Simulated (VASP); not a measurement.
# SiO2 (P6_522) in VASP: further runs, part 2 of 2

VASP 6.6.1. The steps go on from the part before.

## 4. Relaxation of shape and atoms at fixed volume, LDA (18.34 Å³/atom)

This run uses another cell than the first one, of 18.34 Å³/atom.

Input file INCAR:

```
SYSTEM = SiO2
PREC     = Accurate       ! precision mode
ENCUT    = 600            ! plane-wave cutoff, eV
EDIFF    = 1E-7           ! SCF threshold, eV
ISMEAR   = 0              ! smearing method
SIGMA    = 0.02           ! smearing width, eV
LREAL    = Auto         
LASPH    = .TRUE.         ! aspherical terms in the spheres
NELM     = 60             ! most SCF steps
ALGO     = Normal         ! electronic algorithm
ISIF     = 4              ! what is computed and relaxed
LWAVE    = .FALSE.        ! write WAVECAR
LCHARG   = .FALSE.        ! write CHGCAR
GGA      = CA             ! functional
IBRION   = 2              ! ionic algorithm
NSW      = 50             ! ionic steps
EDIFFG   = -0.01          ! ionic threshold
```

Input file KPOINTS:

```
Automatic mesh
0
G
  6 6 4
  0 0 0
```

Input file POSCAR:

```
SiO2
1.0
    7.3470591156      0.0000000000      0.0000000000
   -3.6735295578      6.3627398372      0.0000000000
    0.0000000000      0.0000000000      7.0633711853
Si O
6 12
Direct
    0.5336655287      0.7668327644      0.4166666667
    0.4663344713      0.2331672356      0.9166666667
    0.2331672356      0.4663344713      0.7500000000
    0.7668327644      0.2331672356      0.5833333333
    0.7668327644      0.5336655287      0.2500000000
    0.2331672356      0.7668327644      0.0833333333
    0.6125229397      0.3874770603      0.0833333333
    0.0000000000      0.6829970840      0.1666666667
    0.7749541206      0.3874770603      0.4166666667
    0.6829970840      0.6829970840      0.3333333333
    0.3170029160      0.3170029160      0.8333333333
    0.6125229397      0.2250458794      0.7500000000
    0.2250458794      0.6125229397      0.9166666667
    0.3170029160      0.0000000000      0.0000000000
    0.0000000000      0.3170029160      0.6666666667
    0.3874770603      0.7749541206      0.2500000000
    0.3874770603      0.6125229397      0.5833333333
    0.6829970840      0.0000000000      0.5000000000
```

Potentials or basis: VASP PAW LDA potentials, release 64 (Si, O).

On the command line:

```console
cat potpaw_LDA.64/Si/POTCAR potpaw_LDA.64/O/POTCAR > POTCAR
mpirun -np 1 vasp_std > vasp.out
```

OUTCAR:

```text
SYSTEM = SiO2
   PREC = Accurate
   ENCUT = 600
   EDIFF = 1E-7
   ISMEAR = 0
   LREAL = Auto
   LASPH = .TRUE.
   NELM = 60
   ISIF = 4
   GGA = CA
   IBRION = 2
   NSW = 50
   EDIFFG = -0.01

 ion  position               nearest neighbor table
   1  0.534  0.767  0.417-  18 1.61  10 1.61  17 1.61  16 1.61
   2  0.466  0.233  0.917-  14 1.61  11 1.61   7 1.61  12 1.61
   3  0.233  0.466  0.750-  15 1.61  11 1.61  13 1.61  17 1.61
   4  0.767  0.233  0.583-  18 1.61  15 1.61   9 1.61  12 1.61
   5  0.767  0.534  0.250-   8 1.61  10 1.61   9 1.61   7 1.61
   6  0.233  0.767  0.083-  14 1.61   8 1.61  13 1.61  16 1.61
   7  0.613  0.387  0.083-   2 1.61   5 1.61
   8  0.000  0.683  0.167-   5 1.61   6 1.61
   9  0.775  0.387  0.417-   4 1.61   5 1.61
  10  0.683  0.683  0.333-   5 1.61   1 1.61
  11  0.317  0.317  0.833-   3 1.61   2 1.61
  12  0.613  0.225  0.750-   2 1.61   4 1.61
  13  0.225  0.613  0.917-   6 1.61   3 1.61
  14  0.317  0.000  0.000-   6 1.61   2 1.61
  15  0.000  0.317  0.667-   3 1.61   4 1.61
  16  0.387  0.775  0.250-   1 1.61   6 1.61
  17  0.387  0.613  0.583-   1 1.61   3 1.61
  18  0.683  0.000  0.500-   4 1.61   1 1.61

  LATTYP: Found a hexagonal cell.
 ALAT       =     7.3470591156
 C/A-ratio  =     0.9613875531

  Lattice vectors:

 A1 = (   7.3470591156,   0.0000000000,   0.0000000000)
 A2 = (  -3.6735295578,   6.3627398372,   0.0000000000)
 A3 = (   0.0000000000,   0.0000000000,   7.0633711853)

Analysis of symmetry for initial positions (statically):
=====================================================================
 Subroutine PRICEL returns:
 Original cell was already a primitive cell.

 Routine SETGRP: Setting up the symmetry group for a
 hexagonal supercell.

 Subroutine GETGRP returns: Found 12 space group operations
 (whereof  2 operations were pure point group operations)
 out of a pool of 24 trial point group operations.

The static configuration has the point symmetry C_2 .
 The point group associated with its full space group is D_6 .

Analysis of symmetry for dynamics (positions and initial velocities):
=====================================================================
 Subroutine PRICEL returns:
 Original cell was already a primitive cell.

 Routine SETGRP: Setting up the symmetry group for a
 hexagonal supercell.

 Subroutine GETGRP returns: Found 12 space group operations
 (whereof  2 operations were pure point group operations)
 out of a pool of 24 trial point group operations.

The dynamic configuration has the point symmetry C_2 .
 The point group associated with its full space group is D_6 .

 Subroutine INISYM returns: Found 12 space group operations
 (whereof  2 operations are pure point group operations),
 and found     1 'primitive' translations

----------------------------------------------------------------------------------------

                                     Primitive cell

  volume of cell :     330.1944

  direct lattice vectors                    reciprocal lattice vectors
     7.347059116  0.000000000  0.000000000     0.136108882  0.078582499  0.000000000
    -3.673529558  6.362739837  0.000000000     0.000000000  0.157164999  0.000000000
     0.000000000  0.000000000  7.063371185     0.000000000  0.000000000  0.141575457

  length of vectors
     7.347059116  7.347059116  7.063371185     0.157164999  0.157164999  0.141575457

[... 73 lines left out ...]
  0.166667  0.166667  0.000000      6.000000
  0.333333  0.166667  0.000000     12.000000
[... 13 lines left out ...]
  0.333333  0.166667  0.500000     12.000000
  0.333333  0.333333  0.500000      2.000000
   k-points           NKPTS =     21   k-points in BZ     NKDIM =     21   number of bands    NBANDS=     58
   number of dos      NEDOS =    301   number of ions     NIONS =     18
   total plane-waves  NPLWV = 201600
   dimension x,y,z NGX =    60 NGY =   60 NGZ =   56
   dimension x,y,z NGXF=   120 NGYF=  120 NGZF=  112
   ions per type =               6  12
   NGX,Y,Z   is equivalent  to a cutoff of  13.58, 13.58, 13.18 a.u.
   NGXF,Y,Z  is equivalent  to a cutoff of  27.15, 27.15, 26.36 a.u.
 SYSTEM =  SiO2
   PREC   = accura    normal or accurate (medium, high low for compatibility)
   ISTART =      0    job   : 0-new  1-cont  2-samecut
   ICHARG =      2    charge: 1-file 2-atom 10-const
   ISPIN  =      1    spin polarized calculation?
   LNONCOLLINEAR =      F non collinear calculations
   LSORBIT =      F    spin-orbit coupling
   LASPH  =      T    aspherical Exc in radial PAW
   ENCUT  =  600.0 eV  44.10 Ry    6.64 a.u.  14.67 14.67 14.11*2*pi/ulx,y,z
   NELM   =     60;   NELMIN=  2; NELMDL= -5     # of ELM steps
   EDIFF  = 0.1E-06   stopping-criterion for ELM
   LREAL  =      T    real-space projection
   EDIFFG = -.1E-01   stopping-criterion for IOM
   NSW    =     50    number of steps for IOM
   IBRION =      2    ionic relax: 0-MD 1-quasi-New 2-CG
   NFREE  =      1    steps in history (QN), initial steepest desc. (CG)
   ISIF   =      4    stress and relaxation
   ISYM   =      2    0-nonsym 1-usesym 2-fastsym
   POTIM  = 0.5000    time-step for ionic-motion
   TEBEG  =    0.0;   TEEND  =   0.0 temperature during run
   PSTRESS=    0.0 pullay stress
   NELECT =      96.0000    total number of electrons
   NUPDOWN=      -1.0000    fix difference up-down
   EMIN   =  10.00;   EMAX   =-10.00  energy-range for DOS
   EFERMI =   0.00;   METHOD = LEGACY
   ISMEAR =     0;   SIGMA  =   0.02  broadening in eV -4-tet -1-fermi 0-gaus
   EFERMI_NEDOS =   21; number of points for ismear=-14 and -15
   IALGO  =     38    algorithm
   IMIX   =      4    mixing-type and parameters
     AMIX     =   0.40;   BMIX     =  1.00
     AMIX_MAG =   1.60;   BMIX_MAG =  1.00
  volume/ion in A,a.u.               =      18.34       123.79
  Fermi-wavevector in a.u.,A,eV,Ry     =   1.084531  2.049467 16.003277  1.176208
  Thomas-Fermi vector in A             =   2.220623
   LORBIT       =      0    0 simple, 1 ext, 2 COOP (PROOUT), +10 PAW based schemes
   GGA     = CA    functional components
   LHFCALC =     F    Hartree Fock is set to
   AEXX    =    0.0000 exact exchange contribution
   IVDW    =     0    specifies the selected vdW correction
   LEPSILON=     F    determine dielectric tensor
   LRPA    =     F    only Hartree local field effects (RPA)
 conjugate gradient relaxation of ions
 non-spin polarized calculation
 Gauss-broadening in eV      SIGMA  =   0.02
  energy-cutoff  :      600.00
  volume of cell :      330.19
 maximum number of plane-waves:     11086
 NGX is ok and might be reduce to    60
   NGX = 29   NGY = 29   NGZ = 29

--------------------------------------- Ionic step        1  -------------------------------------------

 number of electron      95.9999993 magnetization

 Free energy of the ion-electron system (eV)
  ---------------------------------------------------
  ext. energy  EPLUGINS =         0.00000000
  ---------------------------------------------------
  free energy    TOTEN  =      -155.43334631 eV

  energy without entropy =     -155.43334631  energy(sigma->0) =     -155.43334631

------------------------ aborting loop because EDIFF is reached ----------------------------------------

  FORCE on cell =-STRESS in cart. coord.  units (eV):
  Direction    XX          YY          ZZ          XY          YZ          ZX
  --------------------------------------------------------------------------------------
  -------------------------------------------------------------------------------------
  Total       -8.0066730     -8.0066730     -7.9768871      0.0000000     -0.0000000      0.0000000
  in kB      -38.8501721    -38.8501721    -38.7056442      0.0000000     -0.0000000      0.0000000
  external PRESSURE =     -38.8019961 kB  Pullay stress =       0.0000000 kB
[... 137 lines left out ...]
  FREE ENERGIE OF THE ION-ELECTRON SYSTEM (eV)
  ---------------------------------------------------
  free  energy   TOTEN  =      -155.4418604050 eV

  energy  without entropy=     -155.4418604050  energy(sigma->0) =     -155.44186040

[... ionic steps 4 to 7 ...]

--------------------------------------- Ionic step        8  -------------------------------------------

 number of electron      96.0000016 magnetization

------------------------ aborting loop because EDIFF is reached ----------------------------------------
[... 99 lines left out ...]
--------------------------------------- Ionic step       10  -------------------------------------------

 number of electron      96.0000014 magnetization

 Free energy of the ion-electron system (eV)
  ---------------------------------------------------
  ext. energy  EPLUGINS =         0.00000000
  ---------------------------------------------------
  free energy    TOTEN  =      -155.44495264 eV

  energy without entropy =     -155.44495264  energy(sigma->0) =     -155.44495264

 E-fermi :  -1.7668     XC(G=0):  -7.5062

 val. band max:       -1.8678643785   @ k =   0.5000   0.0000   0.2500
 cond. band min:       3.7045695504   @ k =   0.0000   0.0000   0.0000
 fundamental gap:      5.5724339289
 Fermi energy:        -1.7667774591

 k-point     1 :       0.0000    0.0000    0.0000
  band No.  band energies     occupation
      1     -20.7594      2.00000
      2     -19.8839      2.00000
      3     -19.8839      2.00000
      4     -19.8744      2.00000
      5     -19.3643      2.00000
      6     -19.3643      2.00000
[... 1315 lines left out ...]
  FREE ENERGIE OF THE ION-ELECTRON SYSTEM (eV)
  ---------------------------------------------------
  free  energy   TOTEN  =      -155.4449526362 eV

  energy  without entropy=     -155.4449526362  energy(sigma->0) =     -155.44495264

 reached required accuracy - stopping structural energy minimisation
```

Run time: 50 min. Hardware: 1 thread of Intel Xeon 6975P-C (Granite Rapids), shared host; peak memory 0.54 GiB.

Results:

* Free energy: -155.4450 eV
* Energy gained by relaxing: 0.6 meV/atom
* Ionic steps: 10
* Pressure after relaxing: -3.5 GPa
* Largest force after relaxing: 0.008 eV/Å
* Band gap on the k mesh: 5.57 eV (least direct gap 5.74 eV)

Forces on the atoms (eV/Å):
```
Si   0.007  0.004  0.000
Si  -0.007 -0.004  0.000
Si   0.000 -0.008  0.000
Si   0.007 -0.004  0.000
Si   0.000  0.008  0.000
Si  -0.007  0.004  0.000
O    0.007 -0.004  0.000
O   -0.003  0.005  0.000
O   -0.007 -0.004  0.000
O    0.003  0.005  0.000
O   -0.003 -0.005  0.000
O    0.000  0.008  0.000
O    0.007  0.004  0.000
O   -0.006  0.000  0.000
O    0.003 -0.005  0.000
O    0.000 -0.008  0.000
O   -0.007  0.004  0.000
O    0.006  0.000  0.000
```

The path:
```
step  energy change (eV)  largest force (eV/Å)  pressure (GPa)  volume (Å³)
   1              0.0000                0.1461           -3.88       330.19
   2             -0.0052                0.0846           -3.78       330.19
   3             -0.0085                0.1668           -3.62       330.19
   4             -0.0105                0.0234           -3.55       330.19
   5             -0.0105                0.0233           -3.55       330.19
   6             -0.0108                0.0210           -3.54       330.19
   7             -0.0114                0.0148           -3.51       330.19
   8             -0.0111                0.0204           -3.45       330.19
   9             -0.0116                0.0113           -3.49       330.19
  10             -0.0116                0.0081           -3.49       330.19
```

Final structure:
```
CELL_PARAMETERS angstrom
7.33672 0.00000 0.00000
-3.66836 6.35378 0.00000
0.00000 0.00000 7.08330
ATOMIC_POSITIONS crystal
Si 0.53251 0.76626 0.41667
Si 0.46749 0.23374 0.91667
Si 0.23374 0.46749 0.75000
Si 0.76626 0.23374 0.58333
Si 0.76626 0.53251 0.25000
Si 0.23374 0.76626 0.08333
O 0.61329 0.38671 0.08333
O 0.00000 0.67958 0.16667
O 0.77341 0.38671 0.41667
O 0.67958 0.67958 0.33333
O 0.32042 0.32042 0.83333
O 0.61329 0.22659 0.75000
O 0.22659 0.61329 0.91667
O 0.32041 0.00000 0.00000
O 0.00000 0.32042 0.66667
O 0.38671 0.77341 0.25000
O 0.38671 0.61329 0.58333
O 0.67958 0.00000 0.50000
```

Levels at points of the mesh, in eV from the valence-band top:
| k point | band 44 | band 45 | band 46 | band 47 | band 48 | band 49 | band 50 | band 51 | band 52 | band 53 |
| --- | --- | --- | --- | --- | --- | --- | --- | --- | --- | --- |
| (0.00, 0.00, 0.00) | -0.33 | -0.27 | -0.27 | -0.16 | -0.16 | 5.57 | 8.51 | 8.51 | 8.62 | 8.74 |
| (0.50, 0.00, 0.00) | -0.36 | -0.35 | -0.13 | -0.05 | -0.02 | 6.75 | 6.97 | 8.46 | 8.57 | 8.86 |
| (0.00, 0.00, 0.50) | -0.68 | -0.23 | -0.23 | -0.09 | -0.09 | 6.65 | 6.65 | 8.79 | 8.79 | 9.28 |
| (0.50, 0.00, 0.50) | -0.32 | -0.08 | -0.08 | -0.02 | -0.02 | 7.59 | 7.59 | 7.72 | 7.72 | 8.67 |

## 5. Summary

| task | cell | cutoff (eV) | gap on the mesh (eV) | pressure (GPa) | largest force (eV/Å) |
| --- | --- | --- | --- | --- | --- |
| single point | a = 7.153, b = 7.153, c = 6.367 Å, angles 90.0, 90.0, 120.0°, 18 atoms, atomic positions A | 520 | 5.54 | 19.1 | 0.03 |
| single point | a = 7.131, b = 7.131, c = 6.624 Å, angles 90.0, 90.0, 120.0°, 18 atoms, atomic positions B | 520 | 5.66 | 14.3 | 0.03 |
| relaxation of shape and atoms at fixed volume | relaxed from a = 7.347, b = 7.347, c = 7.063 Å, angles 90.0, 90.0, 120.0°, 18 atoms, atomic positions C | 600 | 5.57 | -3.5 | 0.01 |

Alike in all rows: level LDA; potentials or basis VASP PAW LDA potentials, release 64 (Si, O); no spin polarisation; k mesh 6 × 6 × 4; smearing gaussian 0.02 eV.

Caveats: the cell stands under pressure (at least some runs).

Absolute energies hang on the potentials; compare differences alone.
